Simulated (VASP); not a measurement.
Runs of VASP 6.6.1 on AlFe. The structure is that of space group Pm-3m (No. 221), or close to it. The cells are those of the table. 

| cell | gap on the mesh (eV) | pressure (GPa) | moment (μB) |
| --- | --- | --- | --- |
| a = 2.816 Å, 2 atoms | none | 0.4 | 0.64 |
| a = 2.853 Å, 2 atoms | none | -7.0 | (c) |
| a = 2.834 Å, 2 atoms | none | -3.5 | 0.64 |
| a = 2.797 Å, 2 atoms | none | 4.8 | 0.62 |
| a = 2.778 Å, 2 atoms | none | (b) | (a) |

Alike in all rows: task single point; level LDA; potentials or basis VASP PAW LDA potentials, release 64 (Al, Fe); spin collinear, ferromagnetic start; k mesh 16 × 16 × 16; cutoff (eV) 520; smearing gaussian 0.05 eV.

Question: Fill in the values left out.

Answer: (a) 0.61; (b) 9.6; (c) 0.65.

A gap of «none» marks levels without a gap at the run's occupations.
